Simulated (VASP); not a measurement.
HPt3: single point with PBE

HPt3, a slab with vacuum:

```
Pt H
1.0
     2.80716    0.00000    0.00000
     0.00000    2.80716    0.00000
     0.00000    0.00000   19.35139
Pt H
3 1
Direct
  0.50000 0.50000 0.20670
  0.00000 0.00000 0.30625
  0.50000 0.50000 0.40573
  0.00000 0.00000 0.43590
```

```json
{"Program": "VASP 6.6.1", "Task": "single point", "Functional": "PBE", "Potentials or basis": "VASP PAW PBE potentials, release 64 (Pt, H)", "Cutoff": "520 eV", "k mesh": "9 × 9 × 1", "Occupations": "gaussian, width 0.1 eV", "Spin": "no spin polarisation"}
```

| Property | Result |
| --- | --- |
| Largest force | 0.932 eV/Å |
| Band gap on the k mesh | zero (an odd number of electrons rules out a gap without spin polarisation) |

Forces in eV/Å, atoms in the order of the input:
```
Pt   0.000  0.000 -0.070
Pt   0.000  0.000 -0.863
Pt   0.000  0.000  0.932
H    0.000  0.000  0.001
```

Levels at points of the mesh, in eV from the Fermi level:
| k point | band 14 | band 15 | band 16 | band 17 | band 18 | band 19 |
| --- | --- | --- | --- | --- | --- | --- |
| (0.00, 0.00, 0.00) | -1.39 | -0.71 | 0.03 | 0.05 | 0.05 | 1.55 |

Wall time 2.7 min on 1 thread of Intel Xeon 8259CL, on a shared host, peak memory 0.29 GiB.

Caveat: spin-orbit coupling is left out, which moves the levels of the heavy elements.
